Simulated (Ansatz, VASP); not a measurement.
**One calculation of TiCl4, two programs**

```
CELL_PARAMETERS angstrom
15.00000 0.00000 0.00000
0.00000 15.50000 0.00000
0.00000 0.00000 16.00000
ATOMIC_POSITIONS crystal
Cl 0.50097 0.49840 0.36356
Cl 0.63689 0.49996 0.54634
Cl 0.43159 0.61582 0.54379
Cl 0.43055 0.38582 0.54631
Ti 0.50000 0.50000 0.50000
```

Alike in both runs: functional PBE; k mesh 1 × 1 × 1; occupations gaussian, width 0.005 eV; no spin polarisation.

Ansatz relaxed the structure, and its values are those at the end. VASP's run is a single point on that final structure, the one shown.

```csv
,VASP,Ansatz
version,VASP 6.6.1,Ansatz 0.2.0
potentials or method,"VASP PAW PBE potentials, release 64 (Cl, Ti_sv), cutoff 400 eV","scalar-relativistic, plane waves, PAW"
valence electrons in the cell,40,40
```

Ansatz gave:

```
gap on the k mesh at the Fermi level (eV) : 3.65
```

Estimate VASP's values.

gap on the k mesh at the Fermi level (eV): 3.64.

With one functional, cell and mesh, what is left measures potentials, basis and numerics.
